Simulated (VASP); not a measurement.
# Sb (P4/mmm) in VASP: a series of runs

Sb is run at these levels: PBEsol; tasks: single point.

All numbers are computed with VASP 6.6.1; they aren't measurements. Logs are shortened: lines on timing, memory, paths and dates and some standing lists are left out, and cuts for length are marked.

## 1. The cell of the first run

It takes space group P4/mmm (No. 123, tetragonal). Conventional cell: a = 3.123 Å, b = 3.123 Å, c = 3.053 Å, α = 90.00°, β = 90.00°, γ = 90.00°. Sb (site symmetry 4/mmm) has 6 Sb at 3.05 to 3.12 Å within 4.0 Å.

## 2. Single point, PBEsol (biaxial strain in the a-b plane: +2.0 %, then relaxed in part)

File INCAR:

```
PREC     = Accurate       # precision mode
ENCUT    = 520            # plane-wave cutoff, eV
EDIFF    = 1E-7           # SCF threshold, eV
ISMEAR   = 0              # smearing method
SIGMA    = 0.1            # smearing width, eV
LREAL    = False          # projectors in reciprocal space
LASPH    = True           # aspherical terms in the spheres
NELM     = 80             # most SCF steps
ALGO     = Normal         # electronic algorithm
ISIF     = 2              # what is computed and relaxed
LWAVE    = False          # write WAVECAR
LCHARG   = False          # write CHGCAR
GGA      = PS             # functional
NBANDS   = 8              # bands
```

File KPOINTS:

```
regular mesh
0
Gamma
  18 18 18
```

File POSCAR:

```
Sb
1.0
    3.1229786550      0.0000000000      0.0000000000
    0.0000000000      3.1229786550      0.0000000000
    0.0000000000      0.0000000000      3.0527258524
Sb
1
Direct
    0.0000000000      0.0000000000      0.0000000000
```

Potentials or basis: VASP PAW PBE potentials, release 64 (Sb).

Run with:

```bash
cat potpaw_PBE.64/Sb/POTCAR > POTCAR
mpirun -np 1 vasp_std > vasp.out
```

OUTCAR:

```text
PREC = Accurate
   ENCUT = 520
   EDIFF = 1E-7
   ISMEAR = 0
   LREAL = False
   LASPH = True
   NELM = 80
   ISIF = 2
   GGA = PS

 ion  position               nearest neighbor table
   1  0.000  0.000  0.000-

  LATTYP: Found a simple tetragonal cell.
 ALAT       =     3.1229786550
 C/A-ratio  =     0.9775045524

  Lattice vectors:

 A1 = (   3.1229786550,   0.0000000000,   0.0000000000)
 A2 = (   0.0000000000,   3.1229786550,   0.0000000000)
 A3 = (   0.0000000000,   0.0000000000,   3.0527258524)

Analysis of symmetry for initial positions (statically):
=====================================================================
 Subroutine PRICEL returns:
 Original cell was already a primitive cell.

 Routine SETGRP: Setting up the symmetry group for a
 simple tetragonal supercell.

 Subroutine GETGRP returns: Found 16 space group operations
 (whereof 16 operations were pure point group operations)
 out of a pool of 16 trial point group operations.

The static configuration has the point symmetry D_4h.

Analysis of symmetry for dynamics (positions and initial velocities):
=====================================================================
 Subroutine PRICEL returns:
 Original cell was already a primitive cell.

 Routine SETGRP: Setting up the symmetry group for a
 simple tetragonal supercell.

 Subroutine GETGRP returns: Found 16 space group operations
 (whereof 16 operations were pure point group operations)
 out of a pool of 16 trial point group operations.

The dynamic configuration has the point symmetry D_4h.

 Subroutine INISYM returns: Found 16 space group operations
 (whereof 16 operations are pure point group operations),
 and found     1 'primitive' translations

----------------------------------------------------------------------------------------

                                     Primitive cell

  volume of cell :      29.7732

  direct lattice vectors                    reciprocal lattice vectors
     3.122978655  0.000000000  0.000000000     0.320207120  0.000000000  0.000000000
     0.000000000  3.122978655  0.000000000     0.000000000  0.320207120  0.000000000
     0.000000000  0.000000000  3.052725852     0.000000000  0.000000000  0.327576090

  length of vectors
     3.122978655  3.122978655  3.052725852     0.320207120  0.320207120  0.327576090

  position of ions in fractional coordinates (direct lattice)
     0.000000000  0.000000000  0.000000000

  ion indices of the primitive-cell ions
   primitive index   ion index
                 1           1

----------------------------------------------------------------------------------------

 KPOINTS: regular mesh

Automatic generation of k-mesh.
 Grid dimensions read from file:
 generate k-points for:   18   18   18

 Generating k-lattice:

  Cartesian coordinates                     Fractional coordinates (reciprocal lattice)
     0.017789284  0.000000000  0.000000000     0.055555556  0.000000000  0.000000000
     0.000000000  0.017789284  0.000000000     0.000000000  0.055555556  0.000000000
     0.000000000  0.000000000  0.018198672     0.000000000  0.000000000  0.055555556

  Length of vectors
     0.017789284  0.017789284  0.018198672

  Shift w.r.t. Gamma in fractional coordinates (k-lattice)
     0.000000000  0.000000000  0.000000000

 Subroutine IBZKPT returns following result:
 ===========================================

 Found    550 irreducible k-points:

 Following reciprocal coordinates:
            Coordinates               Weight
  0.000000  0.000000  0.000000      1.000000
  0.055556  0.000000  0.000000      4.000000
  0.111111  0.000000  0.000000      4.000000
  0.166667  0.000000  0.000000      4.000000
  0.222222  0.000000  0.000000      4.000000
  0.277778  0.000000  0.000000      4.000000
[... 16 lines left out ...]
  0.277778  0.111111  0.000000      8.000000
  0.333333  0.111111  0.000000      8.000000
 [... further k-points ...]
   k-points           NKPTS =    550   k-points in BZ     NKDIM =    550   number of bands    NBANDS=      8
   number of dos      NEDOS =    301   number of ions     NIONS =      1
   total plane-waves  NPLWV =  13824
   dimension x,y,z NGX =    24 NGY =   24 NGZ =   24
   dimension x,y,z NGXF=    48 NGYF=   48 NGZF=   48
   ions per type =               1
   NGX,Y,Z   is equivalent  to a cutoff of  12.78, 12.78, 13.07 a.u.
   NGXF,Y,Z  is equivalent  to a cutoff of  25.55, 25.55, 26.14 a.u.
 SYSTEM =  unknown system
   PREC   = accura    normal or accurate (medium, high low for compatibility)
   ISTART =      0    job   : 0-new  1-cont  2-samecut
   ICHARG =      2    charge: 1-file 2-atom 10-const
   ISPIN  =      1    spin polarized calculation?
   LNONCOLLINEAR =      F non collinear calculations
   LSORBIT =      F    spin-orbit coupling
   LASPH  =      T    aspherical Exc in radial PAW
   ENCUT  =  520.0 eV  38.22 Ry    6.18 a.u.   5.81  5.81  5.68*2*pi/ulx,y,z
   NELM   =     80;   NELMIN=  2; NELMDL= -5     # of ELM steps
   EDIFF  = 0.1E-06   stopping-criterion for ELM
   LREAL  =      F    real-space projection
   EDIFFG = 0.1E-05   stopping-criterion for IOM
   NSW    =      0    number of steps for IOM
   IBRION =     -1    ionic relax: 0-MD 1-quasi-New 2-CG
   NFREE  =      0    steps in history (QN), initial steepest desc. (CG)
   ISIF   =      2    stress and relaxation
   ISYM   =      2    0-nonsym 1-usesym 2-fastsym
   POTIM  = 0.5000    time-step for ionic-motion
   TEBEG  =    0.0;   TEEND  =   0.0 temperature during run
   PSTRESS=    0.0 pullay stress
   NELECT =       5.0000    total number of electrons
   NUPDOWN=      -1.0000    fix difference up-down
   EMIN   =  10.00;   EMAX   =-10.00  energy-range for DOS
   EFERMI =   0.00;   METHOD = LEGACY
   ISMEAR =     0;   SIGMA  =   0.10  broadening in eV -4-tet -1-fermi 0-gaus
   EFERMI_NEDOS =   21; number of points for ismear=-14 and -15
   IALGO  =     38    algorithm
   IMIX   =      4    mixing-type and parameters
     AMIX     =   0.40;   BMIX     =  1.00
     AMIX_MAG =   1.60;   BMIX_MAG =  1.00
  volume/ion in A,a.u.               =      29.77       200.92
  Fermi-wavevector in a.u.,A,eV,Ry     =   0.903212  1.706823 11.099515  0.815791
  Thomas-Fermi vector in A             =   2.026510
   LORBIT       =      0    0 simple, 1 ext, 2 COOP (PROOUT), +10 PAW based schemes
   GGA     = PS    functional components
   LHFCALC =     F    Hartree Fock is set to
   AEXX    =    0.0000 exact exchange contribution
   IVDW    =     0    specifies the selected vdW correction
   LEPSILON=     F    determine dielectric tensor
   LRPA    =     F    only Hartree local field effects (RPA)
 non-spin polarized calculation
 Gauss-broadening in eV      SIGMA  =   0.10
  energy-cutoff  :      520.00
  volume of cell :       29.77
 maximum number of plane-waves:       824
 NGX is ok and might be reduce to    24
   NGX = 11   NGY = 11   NGZ = 11

 number of electron       5.0000000 magnetization

 Free energy of the ion-electron system (eV)
  ---------------------------------------------------
  ext. energy  EPLUGINS =         0.00000000
  ---------------------------------------------------
  free energy    TOTEN  =        -4.52416598 eV

  energy without entropy =       -4.52150076  energy(sigma->0) =       -4.52283337

 E-fermi :   7.0093     XC(G=0):  -9.7610

 val. band max:        6.9939932638   @ k =   0.2222   0.1667   0.2222
 cond. band min:       7.0194354903   @ k =   0.5000   0.1667   0.2778
 fundamental gap:      0.0254422266
 Fermi energy:         7.0092595111

 k-point     1 :       0.0000    0.0000    0.0000
  band No.  band energies     occupation
      1      -5.4084      2.00000
      2      10.0612      0.00000
      3      10.0612      0.00000
      4      10.7115      0.00000
      5      13.8122      0.00000
      6      14.0230      0.00000
      7      15.2553      0.00000
      8      24.5441      0.00000

 k-point     2 :       0.0556    0.0000    0.0000
  band No.  band energies     occupation
      1      -5.3647      2.00000
      2       9.4599      0.00000
      3      10.1042      0.00000
      4      10.7548      0.00000
      5      13.9577      0.00000
      6      14.4145      0.00000
      7      15.4544      0.00000
      8      24.0509      0.00000

 k-point     3 :       0.1111    0.0000    0.0000
  band No.  band energies     occupation
      1      -5.2341      2.00000
      2       8.2319      0.00000
      3      10.2311      0.00000
      4      10.8826      0.00000
      5      14.0778      0.00000
      6      14.9510      0.00000
      7      16.4255      0.00000
      8      23.1448      0.00000

 k-point     4 :       0.1667    0.0000    0.0000
  band No.  band energies     occupation
      1      -5.0193      2.00000
      2       6.8785      1.93551
      3      10.4358      0.00000
      4      11.0889      0.00000
      5      14.2562      0.00000
      6      15.2358      0.00000
      7      17.9647      0.00000
      8      22.1710      0.00000

 k-point     5 :       0.2222    0.0000    0.0000
  band No.  band energies     occupation
      1      -4.7258      2.00000
      2       5.5528      2.00000
      3      10.7071      0.00000
      4      11.3622      0.00000
      5      14.5004      0.00000
      6      15.5272      0.00000
      7      19.5957      0.00000
      8      21.2129      0.00000
[... 177 lines left out ...]
 k-point    22 :       0.2222    0.1111    0.0000
  band No.  band energies     occupation
      1      -4.5512      2.00000
      2       5.7202      2.00000
      3       8.8942      0.00000
      4      11.5345      0.00000
      5      15.3485      0.00000
      6      16.7076      0.00000
      7      18.7808      0.00000
      8      20.1970      0.00000

 k-point    23 :       0.2778    0.1111    0.0000
  band No.  band energies     occupation
      1      -4.1894      2.00000
      2       4.4840      2.00000
      3       9.2276      0.00000
      4      11.8569      0.00000
      5      15.6565      0.00000
      6      16.7177      0.00000
      7      18.3389      0.00000
      8      20.9830      0.00000

 k-point    24 :       0.3333    0.1111    0.0000
  band No.  band energies     occupation
      1      -3.7807      2.00000
      2       3.3797      2.00000
      3       9.5921      0.00000
      4      12.1987      0.00000
      5      15.9796      0.00000
      6      16.3868      0.00000
      7      18.2274      0.00000
      8      20.2025      0.00000

 [... further k-points ...]

------------------------ aborting loop because EDIFF is reached ----------------------------------------

  FORCE on cell =-STRESS in cart. coord.  units (eV):
  Direction    XX          YY          ZZ          XY          YZ          ZX
  --------------------------------------------------------------------------------------
  -------------------------------------------------------------------------------------
  Total       -0.5654057     -0.5654057      0.0180368      0.0000000     -0.0000000      0.0000000
  in kB      -30.4260070    -30.4260070      0.9706084      0.0000000     -0.0000000      0.0000000
  external PRESSURE =     -19.9604685 kB  Pullay stress =       0.0000000 kB

 VOLUME and BASIS-vectors are now :
 -----------------------------------------------------------------------------
  energy-cutoff  :      520.00
  volume of cell :       29.77
      direct lattice vectors                 reciprocal lattice vectors
     3.122978655  0.000000000  0.000000000     0.320207120  0.000000000  0.000000000
     0.000000000  3.122978655  0.000000000     0.000000000  0.320207120  0.000000000
     0.000000000  0.000000000  3.052725852     0.000000000  0.000000000  0.327576090

 POSITION                                       TOTAL-FORCE (eV/Angst)
 -----------------------------------------------------------------------------------
      0.00000      0.00000      0.00000         0.000000      0.000000      0.000000
 -----------------------------------------------------------------------------------
    total drift:                                0.000000      0.000000      0.000000

  FREE ENERGIE OF THE ION-ELECTRON SYSTEM (eV)
  ---------------------------------------------------
  free  energy   TOTEN  =        -4.5241659844 eV

  energy  without entropy=       -4.5215007636  energy(sigma->0) =       -4.52283337
```

Run time: 73 s. Hardware: 1 thread of Intel Xeon 8259CL, shared host; peak memory 0.24 GiB.

What came out:

```
Free energy            : -4.5242 eV
Pressure               : -2.0 GPa
Band gap on the k mesh : zero (an odd number of electrons rules out a gap without spin polarisation)
```

Caveat: the cell differs from its parent crystal (biaxial strain in the a-b plane: +2.0 %, then relaxed in part); the PAW data sets were made with another functional, which shifts forces and pressure a little; spin-orbit coupling is left out, which moves the levels of the heavy elements.

(Continued in part 2 of 2.)

The gap in the log of VASP goes by the Fermi energy; the results here count the filled bands.